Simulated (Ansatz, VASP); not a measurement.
# One calculation of CdSe, two programs

```
Cd Se
1.0
     0.00000    2.97816    3.07027
     2.97816    0.00000    3.07027
     2.97816    2.97816    0.00000
Cd Se
1 1
Direct
  0.00000 0.00000 0.00000
  0.25000 0.25000 0.25000
```

Change from the starting cell: equal xx and yy strain of -3 %, crystal datasets.

Alike in both runs: task electric field gradients; functional LDA; k mesh 8 × 8 × 8; occupations fermi-dirac, width 0.03 eV; no spin polarisation.

```csv
,VASP,Ansatz
version,VASP 6.6.1,Ansatz 0.2.0
potentials or method,"VASP PAW LDA potentials, release 64 (Cd, Se), cutoff 520 eV","all-electron PAW with datasets made for the crystal, scalar-relativistic"
```

```csv
,VASP,Ansatz,Ansatz less VASP
pressure (GPa),0.2,-0.3,-0.47
"traceless stress, the component that is largest in VASP (GPa)",-0.40,-0.41,-0.011
size of Vzz on the site where it differs most (V/Å²),12.6,13.1,+0.51
```

LDA's correlation is that of Perdew and Zunger in VASP and of Perdew and Wang (1992) in Ansatz. Ansatz ran all-electron here, and VASP with PAW potentials.
